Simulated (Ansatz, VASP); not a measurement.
# Two plane-wave programs on Ge2Bi2O

```
Ge Bi O
1.0
     2.21407   -6.28730    0.00000
     2.21407    6.28730    0.00000
     0.00000    0.00000    4.30190
Ge Bi O
2 2 1
Direct
  0.14493 0.85507 0.00000
  0.85507 0.14493 0.00000
  0.37132 0.62868 0.50000
  0.62868 0.37132 0.50000
  0.00000 0.00000 0.00000
```

Change from the starting cell: species swapped into the Er2InNi2 type (Cmmm, No. 65).

Alike in both runs: functional PBE; k mesh 3 × 3 × 3; occupations gaussian, width 0.15 eV; no spin polarisation.

Ansatz relaxed the structure, and its values are those at the end. VASP's run is a single point on that final structure, the one shown.

```csv
,VASP,Ansatz
version,VASP 6.6.1,Ansatz 0.2.0
potentials or method,"VASP PAW PBE potentials, release 64 (Ge_d, Bi_d, O), cutoff 520 eV","scalar-relativistic, plane waves, PAW"
valence electrons in the cell,64,64
```

Ansatz gave:

| Property | Result |
| --- | --- |
| gap on the k mesh at the Fermi level (eV) | none |
| pressure (GPa) | 0.4 |
| rms of the force components (eV/Å) | 0.013 |

Question: What did VASP give for the same quantities?

Answer: gap on the k mesh at the Fermi level (eV): none; pressure (GPa): 0.3; rms of the force components (eV/Å): 0.012.

A gap of «none» marks a metal or a gap that the smearing closes. With one functional, cell and mesh, what is left measures potentials, basis and numerics.

The k mesh is coarse, so the values compare programs but aren't converged. Neither program's run includes spin-orbit coupling.
